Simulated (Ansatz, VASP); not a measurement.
## CdSe in VASP and in Ansatz

Contents of INCAR:

```
  PREC = Accurate
  ENCUT = 520
  EDIFF = 1E-6
  ISMEAR = -1
  SIGMA = 0.08
  LREAL = F
  LASPH = T
  NELM = 80
  ALGO = Normal
  ISIF = 2
  LWAVE = F
  LCHARG = F
  GGA = PE
  NBANDS = 16
```

File KPOINTS:

```
Automatic mesh
0
Gamma
  12 12 12
```

Contents of POSCAR:

```
CdSe
1.0
    0.0000000000      2.8692971209      2.8692971209
    2.8692971209      0.0000000000      2.8692971209
    2.8692971209      2.8692971209      0.0000000000
Cd Se
1 1
Direct
    0.0000000000      0.0000000000      0.0000000000
    0.5000000000      0.5000000000      0.5000000000
```

Input for Ansatz:

```yaml
crystal:
  lattice:
    - [0.0, 2.8692971209, 2.8692971209]
    - [2.8692971209, 0.0, 2.8692971209]
    - [2.8692971209, 2.8692971209, 0.0]
  atoms:
    - { symbol: Cd, position: [0.0, 0.0, 0.0] }
    - { symbol: Se, position: [0.5, 0.5, 0.5] }
kpoints:
  mp_grid: { grid: [12, 12, 12] }
scf:
  occupations: { method: fermi_dirac, width: 0.08 }
hamiltonian:
  xc: pbe
  pseudopotentials: { kind: paw }
output:
  forces: true
  stress: true
  eigenvalues: true
```

Change from the starting cell: volume scaled by 1, to set the pressure.

Alike in both runs: task single point; functional PBE; k mesh 12 × 12 × 12; occupations fermi-dirac, width 0.08 eV; no spin polarisation.

```csv
,VASP,Ansatz
version,VASP 6.6.1,Ansatz 0.2.0
potentials or method,"VASP PAW PBE potentials, release 64 (Cd, Se)","PAW with Ansatz's default frozen-core files, scalar-relativistic"
plane-wave cutoff (eV),520,420
valence electrons in the cell,18,36
```

Ansatz gave:

```
pressure (GPa) : 0.0
```

**Question.** Estimate VASP's values.

**Answer.** Pressure (GPa): 0.3.

With one functional, cell and mesh, what is left measures potentials, basis and numerics. VASP's potentials hold 18 valence electrons a cell and Ansatz's 36, so a difference there can come from the potentials and not from the codes.
